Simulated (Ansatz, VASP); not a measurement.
# One calculation of Si2Mo, two programs

```
Mo Si
1.0
    -1.61060    1.61060    3.95653
     1.61060   -1.61060    3.95653
     1.61060    1.61060   -3.95653
Mo Si
1 2
Cartesian
  0.0000 0.0000 0.0000
  0.0000 0.0000 5.2780
  0.0000 0.0000 2.6350
```

Change from the starting cell: volume scaled by 1.02.

Alike in both runs: task single point; functional PBEsol; k mesh 12 × 12 × 12; occupations gaussian, width 0.15 eV; collinear spin; fixed moment 1 μB.

|  | VASP | Ansatz |
| --- | --- | --- |
| version | VASP 6.6.1 | Ansatz 0.2.0 |
| potentials or method | VASP PAW PBE potentials, release 64 (Mo_sv, Si), cutoff 520 eV | all-electron LAPW, scalar-relativistic |

Ansatz gave:

| Property | Result |
| --- | --- |
| pressure (GPa) | -1.7 |
| traceless stress, the component that is largest in VASP (GPa) | 3.64 |
| rms of the force components (eV/Å) | 0.027 |
| size of the moment on the site where the two differ most (μB) | 0.71 |

Question: What did VASP give for the same quantities?

Answer: Pressure (GPa): -1.4; traceless stress, the component that is largest in VASP (GPa): 3.65; rms of the force components (eV/Å): 0.030; size of the moment on the site where the two differ most (μB): 0.68.

VASP's potentials were made for PBE, not for PBEsol. Site moments also hang on the region over which each program counts them. Atom by atom the forces differ by 0.002 eV/Å (rms over components). Ansatz ran all-electron here, and VASP with PAW potentials.
